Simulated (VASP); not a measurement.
Here is a VASP 6.6.1 calculation.

The input INCAR:

```
SYSTEM = Mg5ZnO6
PREC = Accurate ; ENCUT = 520
EDIFF = 1E-6 ; ISMEAR = 0
SIGMA = 0.1 ; LREAL = .FALSE.
LASPH = .TRUE. ; NELM = 60
ALGO = Normal ; ISIF = 2
LWAVE = .FALSE. ; LCHARG = .FALSE.
GGA = PE ; NBANDS = 41
```

File KPOINTS:

```
Automatic mesh
0
G
  4 4 1
  0 0 0
```

The input POSCAR:

```
Mg5ZnO6
1.0
    3.0182677516     -0.0015964583     -0.0004197464
   -0.0015978288      3.0181647137      0.0007173960
   -0.0018242269      0.0030911351     12.7942399195
Mg Zn O
5 1 6
Direct
    0.0000210600     -0.0000047240      0.6656399158
    0.5000081070      0.5000111291      0.4999998154
    0.0000092910      1.0000330787      0.3343596994
    0.4999998375      0.5000354470      0.1666829507
    0.5000349419      0.4999440820      0.8333157177
    0.0000084894      0.9999956172      0.0000016555
   -0.0000026425     -0.0000069164      0.4999993688
    0.4999680072      0.5000224879      0.3339656005
    0.9999544506      0.0000517167      0.1689738530
    0.4999747651      0.4999987667      0.0000010432
    1.0000106522     -0.0000409096      0.8310261017
    0.5000130405      0.4999602247      0.6660342784
```

Potentials or basis: VASP PAW PBE potentials, release 64 (Mg, Zn, O).

Run with:

```bash
$ cat potpaw_PBE.64/Mg/POTCAR potpaw_PBE.64/Zn/POTCAR potpaw_PBE.64/O/POTCAR > POTCAR
$ mpirun -np 1 vasp_std > vasp.out
```

What does it give for the largest force?

0.041 eV/Å.

Predict the band gap on the k mesh.

2.65 eV (least direct gap 3.46 eV).

Estimate the pressure.

-0.4 GPa.

Stress tensor (GPa, compression positive):
```
-0.29  0.08  0.04
 0.08 -0.28 -0.06
 0.04 -0.06 -0.50
```

Caveat: the k points lie up to 0.52 Å⁻¹ apart. A k mesh can miss the band edges.
